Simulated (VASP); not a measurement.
## Os: single point with LDA

The system is Os.

```xyz
2
Lattice="2.7341 0.0000 0.0000 -1.3671 2.3678 0.0000 0.0000 0.0000 4.3197" Properties=species:S:1:pos:R:3 pbc="T T T"
Os    1.3671    0.7893    3.2398
Os    0.0000    1.5785    1.0799
```

- Program: VASP 6.6.1
- Task: single point
- Functional: LDA
- Potentials or basis: VASP PAW LDA potentials, release 64 (Os)
- Cutoff: 520 eV
- k mesh: 11 × 11 × 6
- Occupations: fermi-dirac, width 0.05 eV
- Spin: no spin polarisation

| Property | Result |
| --- | --- |
| Pressure | -7.9 GPa |
| Band gap on the k mesh | zero (bands 8 and 9 overlap by 3.88 eV) |

Stress tensor (GPa, compression positive):
```
-7.65  0.00  0.00
 0.00 -7.65  0.00
 0.00  0.00 -8.26
```

Levels at points of the mesh, in eV from the Fermi level:
```csv
k point,band 5,band 6,band 7,band 8,band 9,band 10,band 11,band 12
"(0.00, 0.00, 0.00)",-2.77,-2.17,-2.17,-1.52,-1.52,0.20,1.73,1.73
"(0.00, 0.00, 0.50)",-3.20,-3.20,-3.20,-3.20,0.94,0.94,0.94,0.94
```

Wall time 39 s on 1 thread of Intel Xeon 8259CL (shared host), peak memory 0.14 GiB.

Caveat: the cell stands under tension; spin-orbit coupling is left out, which moves the levels of the heavy elements.
